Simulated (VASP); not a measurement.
GaSb:

```
Ga Sb
1.0
     3.37737    0.00000    0.00000
     0.00000    3.37737    0.00000
     0.00000    0.00000    3.37737
Ga Sb
1 1
Direct
  0.00000 0.00000 0.00000
  0.50000 0.50000 0.50000
```

* Program: VASP 6.6.1
* Task: relaxation of cell and atoms
* Functional: PBE
* Potentials or basis: VASP PAW PBE potentials, release 64 (Ga_d, Sb)
* Cutoff: 600 eV
* k mesh: 8 × 8 × 8
* Occupations: fermi-dirac, width 0.02 eV
* Spin: no spin polarisation

At the start: pressure 17.0 GPa; volume 19.26 Å³/atom.

**Question.** Where does the relaxation end?

**Answer.** Over 4 steps the energy falls by 195.5 meV/atom and the volume is 23.83 Å³/atom (+23.7 %); space group Pm-3m (No. 221, to 0.05 Å).

Step by step:
```tsv
step	energy change (eV)	largest force (eV/Å)	pressure (GPa)	volume (Å³)
1	0.0000	0.0000	16.99	38.52
2	-0.3569	0.0000	-2.92	51.07
3	-0.3907	0.0000	0.24	47.41
4	-0.3909	0.0000	-0.02	47.65
```

Final structure:
```
Ga Sb
1.0
     3.62550    0.00000    0.00000
     0.00000    3.62550    0.00000
     0.00000    0.00000    3.62550
Ga Sb
1 1
Direct
  0.00000 0.00000 0.00000
  0.50000 0.50000 0.50000
```

Caveat: the volume moved by over 15 % at a fixed basis, so the end points are rough.
